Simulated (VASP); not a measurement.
Runs of VASP 6.6.1 on C. The structure is that of space group Fd-3m (No. 227), or close to it. The cells are those of the table. 

```tsv
potentials or basis	cell	k mesh	cutoff (eV)	smearing	second run	gap on the mesh (eV)	pressure (GPa)
VASP PAW LDA potentials, release 64 (C_h)	a = 2.497 Å, angles 60.0°, 2 atoms	10 × 10 × 10	910	gaussian 0.1 eV	hard_potentials	(a)	0.8
VASP PAW LDA potentials, release 64 (C)	a = 2.497 Å, angles 60.0°, 2 atoms	12 × 12 × 12	520	gaussian 0.02 eV	-	4.20	1.7
VASP PAW LDA potentials, release 64 (C)	a = 2.497 Å, angles 60.0°, 2 atoms	10 × 10 × 10	520	gaussian 0.1 eV	-	4.20	1.7
VASP PAW LDA potentials, release 64 (C)	a = 2.522 Å, angles 60.0°, 2 atoms	8 × 8 × 8	520	gaussian 0.1 eV	-	4.10	-11.7
VASP PAW LDA potentials, release 64 (C_h)	a = 2.522 Å, angles 60.0°, 2 atoms	8 × 8 × 8	910	gaussian 0.1 eV	hard_potentials	4.10	-12.5
```

Alike in all rows: task single point; level LDA; no spin polarisation.

Fill in the values left out.

(a) 4.21.

Caveats: the cutoff is under 1.25 times the usual one of these potentials, so pressure, stress and relaxed cells hold a basis-set (Pulay) error (some runs).

A k mesh can miss the band edges.
